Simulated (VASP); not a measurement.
Runs of VASP 6.6.1 on CaO. Symmetry: Fm-3m, No. 225, cubic system. The conventional cell has a = 4.795 Å, b = 4.795 Å, c = 4.795 Å, α = 90.00°, β = 90.00°, γ = 90.00°. Within 3.2 Å of Ca (site symmetry m-3m) lie 6 O at 2.40 Å. O (site symmetry m-3m) has 6 Ca at 2.40 Å within 3.2 Å. 

```csv
level,potentials or basis,k mesh,cutoff (eV),grid for exact exchange (PRECFOCK),screening parameter,gap on the mesh (eV),pressure (GPa)
PBE,"VASP PAW PBE potentials, release 64 (Ca_sv, O)",4 × 4 × 4,600,-,-,3.63,3.0
r2SCAN,"VASP PAW PBE potentials, release 64 (Ca_sv, O)",4 × 4 × 4,660,-,-,4.18,0.9
LDA,"VASP PAW LDA potentials, release 64 (Ca_sv, O)",4 × 4 × 4,600,-,-,3.45,-5.6
PBE,"VASP PAW PBE potentials, release 64 (Ca_sv, O)",8 × 8 × 8,600,-,-,3.63,(a)
HSE06,"VASP PAW PBE potentials, release 64 (Ca_sv, O)",4 × 4 × 4,520,Normal,0.2079 1/Å,5.29,(b)
```

Alike in all rows: task single point; no spin polarisation; cell as given; smearing gaussian 0.01 eV.

Q: Fill in the values left out.

A: (a) 2.9; (b) 1.0.

Caveats: some runs use coarse meshes; the PAW data sets were made with another functional, which shifts forces and pressure a little (some runs).

A k mesh can miss the band edges.
